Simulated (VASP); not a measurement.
Wanted: the native input for a VASP 6.6.1 run.

```yaml
Task: single point
Functional: PBE
Potentials_or_basis: VASP PAW PBE potentials, release 64 (P, Al, Sb)
Cutoff: 520 eV
k_mesh: 6 × 6 × 4
Occupations: gaussian, width 0.01 eV
Spin: no spin polarisation
Dipole_correction: no
Further_INCAR_settings: ALGO = Normal; EDIFF = 1e-06; NBANDS = 16
```

The structure of Al2SbP lies in POSCAR:

```
Al2SbP
1.0
    4.2209346127      0.0000000000      0.0000000000
    0.0000000000      4.2209346127      0.0000000000
    0.0000000000      0.0000000000      5.9841957530
P Al Sb
1 2 1
Direct
    0.0000000000      0.0000000000      0.0000000000
    0.0000000000      0.5000000000      0.7780084207
    0.5000000000      0.0000000000      0.2219915793
    0.5000000000      0.5000000000      0.5000000000
```

This cell differs from its parent crystal: volume changed by +6%.

The input as run:

INCAR

```
PREC = Accurate
ENCUT = 520
EDIFF = 1E-6
ISMEAR = 0
SIGMA = 0.01
LREAL = F
LASPH = T
NELM = 80
ALGO = Normal
ISIF = 2
LWAVE = F
LCHARG = T
GGA = PE
LELF = T
LVHAR = T
NBANDS = 16
```

KPOINTS

```
Automatic mesh
0
Gamma
  6 6 4
```

Potentials or basis: VASP PAW PBE potentials, release 64 (P, Al, Sb).

The run is started by

```bash
$ cat potpaw_PBE.64/P/POTCAR potpaw_PBE.64/Al/POTCAR potpaw_PBE.64/Sb/POTCAR > POTCAR
$ mpirun -np 1 vasp_std > vasp.out
```

It gave:

```yaml
Pressure: -3.2 GPa
Largest_force: 0.039 eV/Å
Band_gap_on_the_k_mesh: 0.57 eV, direct
```

Caveat: spin-orbit coupling is left out, which moves the levels of the heavy elements.

Run time: 38 s on 1 thread of Intel(R) Xeon(R) Platinum 8259CL CPU @ 2.50GHz (Skylake/Cascade Lake), with other jobs on the host, peak memory 0.24 GiB.
